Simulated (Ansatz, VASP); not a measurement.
# One calculation of CO2, two programs

```
C O
1.0
     5.07542    0.00000    0.00000
     0.00000    5.09247    0.00000
     0.00000    0.00000    2.13463
C O
2 4
Direct
  0.50000 0.50000 0.50000
  0.00000 0.00000 0.00000
  0.36112 0.36268 0.00000
  0.86112 0.13732 0.50000
  0.13888 0.86268 0.50000
  0.63888 0.63732 0.00000
```

Alike in both runs: functional r2SCAN; k mesh 6 × 6 × 12; occupations gaussian, width 0.02 eV; no spin polarisation.

Ansatz relaxed the structure, and its values are those at the end. VASP's run is a single point on that final structure, the one shown.

|  | VASP | Ansatz |
| --- | --- | --- |
| version | VASP 6.6.1 | Ansatz 0.2.0 |
| potentials or method | VASP PAW PBE potentials, release 64 (C, O), cutoff 520 eV | scalar-relativistic, plane waves, PAW |
| valence electrons in the cell | 32 | 32 |

VASP gave:

```
gap on the k mesh at the Fermi level (eV) : 0.95
least direct gap on the mesh (eV)         : 1.41
pressure (GPa)                            : 1.6
rms of the force components (eV/Å)        : 0.096
```

Task: What did Ansatz give for the same quantities?

Result: gap on the k mesh at the Fermi level (eV): 0.95; least direct gap on the mesh (eV): 1.43; pressure (GPa): 0.0; rms of the force components (eV/Å): 0.006.

VASP's potentials were made for PBE, not for r2SCAN.
